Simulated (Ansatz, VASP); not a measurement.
## One calculation of LiF, two programs

INCAR

```
ALGO = Normal
EDIFF = 1E-6
ENCUT = 520
GGA = PE
ISIF = 2
ISMEAR = -1
LASPH = T
LCHARG = T
LELF = T
LREAL = F
LVHAR = T
LWAVE = F
NBANDS = 12
NELM = 60
PREC = Accurate
SIGMA = 0.03
```

The input KPOINTS:

```
k-points
0
Gamma
  10 10 10
```

The input POSCAR:

```
LiF
1.0
    0.0000000000      2.0542800000      2.0140000000
    2.0542800000      0.0000000000      2.0140000000
    2.0542800000      2.0542800000      0.0000000000
Li F
1 1
Direct
    0.0000000000      0.0000000000      0.0000000000
    0.5000000000      0.5000000000      0.5000000000
```

Input for Ansatz:

```yaml
crystal:
  lattice:
    - [0.0, 2.05428, 2.014]
    - [2.05428, 0.0, 2.014]
    - [2.05428, 2.05428, 0.0]
  atoms:
    - { symbol: Li, position: [0.0, 0.0, 0.0] }
    - { symbol: F, position: [0.5, 0.5, 0.5] }
kpoints:
  mp_grid: { grid: [10, 10, 10] }
  band_path:
    path:
      - [0.0, 0.0, 0.0]
      - [0.0, 0.5, 0.5]
      - [0.25, 0.75, 0.5]
      - [0.0, 0.5, 0.0]
      - [0.0, 0.0, 0.0]
      - [0.5, 0.5, 0.0]
      - [0.38005, 0.61995, 0.0]
      - [-0.38005, 0.38005, 0.0]
      - [0.0, 0.0, 0.0]
    npoints: 5
scf:
  occupations: { method: fermi_dirac, width: 0.03 }
hamiltonian:
  xc: pbe
  pseudopotentials: { kind: all_electron, lapw: { basis_error: 0.001 } }
output:
  forces: true
  stress: true
  eigenvalues: true
```

Change from the starting cell: equal xx and yy strain of +2 %.

Alike in both runs: task single point; functional PBE; k mesh 10 × 10 × 10; occupations fermi-dirac, width 0.03 eV; no spin polarisation.

|  | VASP | Ansatz |
| --- | --- | --- |
| version | VASP 6.6.1 | Ansatz 0.2.0 |
| potentials or method | VASP PAW PBE potentials, release 64 (Li_sv, F), cutoff 520 eV | all-electron LAPW, scalar-relativistic |

|  | VASP | Ansatz | Ansatz less VASP |
| --- | --- | --- | --- |
| gap on the k mesh at the Fermi level (eV) | 8.73 | 8.71 | -0.019 |

Ansatz ran all-electron here, and VASP with PAW potentials.

Noted on VASP's run: the cutoff is under 1.25 times that of the potentials, so the pressure is a little rough.
